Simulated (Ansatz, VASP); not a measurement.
**One calculation of P, two programs**

```
P
1.0
     1.65866   -5.50123    0.00000
     1.65866    5.50123    0.00000
     0.00000    0.00000    4.57373
P
4
Direct
  0.90414 0.09586 0.58882
  0.09586 0.90414 0.41118
  0.59586 0.40414 0.08882
  0.40414 0.59586 0.91118
```

Alike in both runs: task single point; functional r2SCAN; dispersion rVV10; k mesh 8 × 8 × 6; occupations fermi-dirac, width 0.05 eV; no spin polarisation.

|  | VASP | Ansatz |
| --- | --- | --- |
| version | VASP 6.6.1 | Ansatz 0.2.0 |
| potentials or method | VASP PAW PBE potentials, release 64 (P) | Ansatz PAW |
| plane-wave cutoff (eV) | 520 | 500 |
| valence electrons in the cell | 20 | 20 |

|  | VASP | Ansatz | Ansatz less VASP |
| --- | --- | --- | --- |
| gap on the k mesh at the Fermi level (eV) | 0.26 | 0.24 | -0.022 |
| least direct gap on the mesh (eV) | 0.26 | 0.24 | -0.022 |
| pressure (GPa) | -2.1 | -1.5 | +0.56 |
| traceless stress, the component that is largest in VASP (GPa) | -0.35 | -0.33 | +0.026 |
| rms of the force components (eV/Å) | 0.064 | 0.022 | -0.0423 |

VASP's potentials were made for PBE, not for r2SCAN. Atom by atom the forces differ by 0.051 eV/Å (rms over components).
